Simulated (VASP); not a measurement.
## CuI: single point with PBE

The system is CuI.

```
CELL_PARAMETERS angstrom
0.00000 2.88355 2.88355
2.86209 0.02147 2.86209
2.86209 2.86209 0.02147
ATOMIC_POSITIONS crystal
Cu 0.00000 0.00000 0.00000
I 0.50000 0.50000 0.50000
```

This cell differs from its parent crystal: strain +0.0150 x Voigt [0, 0, 0, 1, 0, 0].

- Program: VASP 6.6.1
- Task: single point
- Functional: PBE
- Potentials or basis: VASP PAW PBE potentials, release 64 (Cu, I)
- Cutoff: 520 eV
- k mesh: 14 × 14 × 14
- Occupations: gaussian, width 0.15 eV
- Spin: no spin polarisation
- Dipole correction: no
- Further INCAR settings: ALGO = Normal; EDIFF = 1e-06; NBANDS = 16

```json
{"Pressure": "0.3 GPa", "Band gap on the k mesh": "zero (band 9 reaches 6.21 eV, above the bottom of band 10 at 5.76 eV)"}
```

Stress tensor (GPa, compression positive):
```
 0.34  0.00  0.00
 0.00  0.35 -0.29
 0.00 -0.29  0.35
```

Levels at points of the mesh, in eV from the Fermi level:
```tsv
k point	band 7	band 8	band 9	band 10	band 11	band 12
(0.00, 0.00, 0.00)	-1.88	-1.82	-1.76	0.87	7.23	7.33
(0.50, 0.00, 0.00)	-1.66	-0.02	-0.02	2.82	4.40	4.49
(0.00, 0.50, 0.00)	-1.65	-0.03	-0.03	2.74	4.31	4.40
(0.50, 0.50, 0.00)	-1.67	-1.67	-1.56	-0.46	4.42	9.95
(0.00, 0.50, 0.50)	-1.67	-1.67	-1.56	-0.47	4.42	10.00
```

Run time: 2 min on 1 thread of Intel(R) Xeon(R) 6975P-C (Granite Rapids), on a shared host, peak memory 0.44 GiB.

Caveat: the cell differs from its parent crystal (strain +0.0150 x Voigt [0, 0, 0, 1, 0, 0]); spin-orbit coupling is left out, which moves the levels of the heavy elements; semilocal functionals often make such compounds metallic where correlation or magnetic order opens a gap, which also shifts bond lengths.
